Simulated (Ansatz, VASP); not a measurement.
## TaSi6: VASP beside Ansatz

Contents of INCAR:

```
SYSTEM = TaSi6
PREC = Accurate
ENCUT = 600
EDIFF = 1E-6
ISMEAR = 0
SIGMA = 0.1
LREAL = .False.
LASPH = .True.
NELM = 60
ALGO = Normal
ISIF = 3
LWAVE = .False.
LCHARG = .False.
GGA = PE
IBRION = 2
NSW = 90
EDIFFG = -0.04
```

The input KPOINTS:

```
Automatic mesh
0
Gamma
  4 4 4
  0 0 0
```

File POSCAR:

```
TaSi6
1.0
    4.6464431300      0.0000000000      0.0000000000
    0.0000000000      4.6464431300      0.0000000000
    0.0000000000      0.0000000000      4.6464431300
Ta Si
1 6
Direct
    0.0000000000      0.0000000000      0.0000000000
    0.1975000100      0.5000000000      0.5000000000
    0.5000000000      0.1975000100      0.5000000000
    0.8024999900      0.5000000000      0.5000000000
    0.5000000000      0.8024999900      0.5000000000
    0.5000000000      0.5000000000      0.1975000100
    0.5000000000      0.5000000000      0.8024999900
```

Input for Ansatz:

```yaml
crystal:
  lattice:
    - [4.64644313, 0.0, 0.0]
    - [0.0, 4.64644313, 0.0]
    - [0.0, 0.0, 4.64644313]
  atoms:
    - { symbol: Ta, position: [0.0, 0.0, 0.0] }
    - { symbol: Si, position: [0.19750001, 0.5, 0.5] }
    - { symbol: Si, position: [0.5, 0.19750001, 0.5] }
    - { symbol: Si, position: [0.80249999, 0.5, 0.5] }
    - { symbol: Si, position: [0.5, 0.80249999, 0.5] }
    - { symbol: Si, position: [0.5, 0.5, 0.19750001] }
    - { symbol: Si, position: [0.5, 0.5, 0.80249999] }
basis:
  ecutwfc: 420
kpoints:
  mp_grid: { grid: [4, 4, 4] }
hamiltonian:
  xc: pbe
scf:
  occupations: { method: gaussian, width: 0.1 }
  lower_state_search: "off"
output:
  forces: true
  stress: true
  eigenvalues: true
relax:
  adjacent_minimum: "off"
  f_tol: 0.04
  max_steps: 70
  cell: { stress_tol: 0.4 }
```

Change from the starting cell: species swapped into the LaB6 type (Pm-3m, No. 221).

Alike in both runs: task relaxation of cell and atoms; functional PBE; k mesh 4 × 4 × 4; occupations gaussian, width 0.1 eV; no spin polarisation.

```csv
,VASP,Ansatz
version,VASP 6.6.1,Ansatz 0.2.0
potentials or method,"VASP PAW PBE potentials, release 64 (Ta_pv, Si), cutoff 600 eV","scalar-relativistic, plane waves, PAW"
valence electrons in the cell,35,37
```

|  | VASP | Ansatz | Ansatz less VASP |
| --- | --- | --- | --- |
| gap on the k mesh at the Fermi level, each at its own relaxed structure (eV) | none | none | - |
| relaxed volume (Å³/atom) | 25.85 | 25.92 | +0.066 |
| relaxed length of the cell vector where the two differ most in proportion (Å) | 5.656 | 5.661 | +0.0048 |

A gap of «none» marks a metal or a gap that the smearing closes. VASP's potentials hold 35 valence electrons a cell and Ansatz's 37, so a difference there can come from the potentials and not from the codes.

Spin-orbit coupling is off throughout. Noted on VASP's run: the volume moved by over 15 % at a fixed basis, so the end points are rough.
